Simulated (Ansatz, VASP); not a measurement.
# Rh in VASP and in Ansatz

File INCAR:

```
SYSTEM = Rh
PREC = Accurate
ENCUT = 520
EDIFF = 1E-7
ISMEAR = 0
SIGMA = 0.15
LREAL = .FALSE.
LASPH = .TRUE.
NELM = 60
ALGO = Fast
ISIF = 2
LWAVE = .FALSE.
LCHARG = .FALSE.
GGA = PS
NBANDS = 22
```

KPOINTS

```
Automatic mesh
0
G
  24 24 14
  0 0 0
```

POSCAR

```
Rh
1.0
    2.6887360848      0.0000000000      0.0000000000
   -1.3443680424      2.3285137535      0.0000000000
    0.0000000000      0.0000000000      4.1558594340
Rh
2
Direct
    0.6666666667      0.3333333333      0.7500000000
    0.3333333333      0.6666666667      0.2500000000
```

Input for Ansatz:

```yaml
crystal:
  lattice:
    - [2.6887360848, 0.0, 0.0]
    - [-1.3443680424, 2.3285137535, 0.0]
    - [0.0, 0.0, 4.155859434]
  atoms:
    - { symbol: Rh, position: [0.6666666667, 0.3333333333, 0.75] }
    - { symbol: Rh, position: [0.3333333333, 0.6666666667, 0.25] }
basis:
  ecutwfc: 420
kpoints:
  mp_grid: { grid: [24, 24, 14] }
hamiltonian:
  xc: pbesol
scf:
  occupations: { method: gaussian, width: 0.15 }
output:
  forces: true
  stress: true
  eigenvalues: true
  write_density: true
  write_potential: true
  elf: true
  volumetric_format: npy
```

Change from the starting cell: strain +0.000 along x and y, -0.040 along z, atoms carried along.

Alike in both runs: task single point; functional PBEsol; k mesh 24 × 24 × 14; occupations gaussian, width 0.15 eV; no spin polarisation.

|  | VASP | Ansatz |
| --- | --- | --- |
| version | VASP 6.6.1 | Ansatz 0.2.0 |
| potentials or method | VASP PAW PBE potentials, release 64 (Rh_pv), cutoff 520 eV | scalar-relativistic, plane waves, PAW |
| valence electrons in the cell | 30 | 34 |

|  | VASP | Ansatz | Ansatz less VASP |
| --- | --- | --- | --- |
| gap on the k mesh at the Fermi level (eV) | none | none | - |
| pressure (GPa) | 14.3 | 14.3 | +0.03 |
| traceless stress, the component that is largest in VASP (GPa) | 9.92 | 9.92 | -0.003 |

VASP's potentials were made for PBE, not for PBEsol. A gap of «none» marks a metal or a gap that the smearing closes. The functional is the same, so the differences come from potentials, cutoffs and numerics. VASP's potentials hold 30 valence electrons a cell and Ansatz's 34, so a difference there can come from the potentials and not from the codes.
